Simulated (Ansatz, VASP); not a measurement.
**Zr: VASP beside Ansatz**

Contents of INCAR:

```
ALGO = Fast
EDIFF = 1E-6
ENCUT = 520
GGA = PS
ISIF = 2
ISMEAR = -1
LASPH = True
LCHARG = False
LDAU = True
LDAUJ = 0
LDAUL = 2
LDAUPRINT = 1
LDAUTYPE = 2
LDAUU = 3
LMAXMIX = 4
LREAL = False
LWAVE = False
NBANDS = 19
NELM = 150
PREC = Accurate
SIGMA = 0.05
```

File KPOINTS:

```
k-points
0
Gamma
  9 9 5
```

The input POSCAR:

```
Zr
1.0
    3.2320000000      0.0000000000      0.0000000000
   -1.6160000000      2.7989941050      0.0000000000
    0.0000000000      0.0000000000      5.1470000000
Zr
2
Direct
    0.6666666667      0.3333333333      0.7500000000
    0.3333333333      0.6666666667      0.2500000000
```

input.yaml

```yaml
crystal:
  lattice:
    - [3.232, 0.0, 0.0]
    - [-1.616, 2.798994105, 0.0]
    - [0.0, 0.0, 5.147]
  atoms:
    - { symbol: Zr, position: [0.6666666667, 0.3333333333, 0.75] }
    - { symbol: Zr, position: [0.3333333333, 0.6666666667, 0.25] }
kpoints:
  mp_grid: { grid: [9, 9, 5] }
scf:
  occupations: { method: fermi_dirac, width: 0.05 }
hamiltonian:
  xc: pbesol
  pseudopotentials: { kind: all_electron, lapw: { basis_error: 0.001 } }
  hubbard:
    sites: [{ species: Zr, l: d, u_eff: 3 }]
    double_counting: fll
    projectors: ortho-atomic
output:
  forces: true
  stress: true
  eigenvalues: true
  hubbard: {}
```

Alike in both runs: task single point; functional PBEsol; k mesh 9 × 9 × 5; occupations fermi-dirac, width 0.05 eV; no spin polarisation; Hubbard terms Zr d U = 3.0 eV.

|  | VASP | Ansatz |
| --- | --- | --- |
| version | VASP 6.6.1 | Ansatz 0.2.0 |
| potentials or method | VASP PAW PBE potentials, release 64 (Zr_sv), cutoff 520 eV | all-electron LAPW, scalar-relativistic |

|  | VASP | Ansatz | Ansatz less VASP |
| --- | --- | --- | --- |
| gap on the k mesh at the Fermi level (eV) | none | none | - |
| pressure (GPa) | 4.5 | 0.2 | -4.23 |
| traceless stress, the component that is largest in VASP (GPa) | 0.01 | 0.50 | +0.493 |

VASP's potentials were made for PBE, not for PBEsol. The programs project onto different local orbitals, so the same U acts differently, and such runs can settle in different states. A gap of «none» marks a metal or a gap that the smearing closes. Ansatz ran all-electron here, and VASP with PAW potentials.

Noted on Ansatz's run: U is the effective U less J, on atomic orbitals that reach past the spheres.
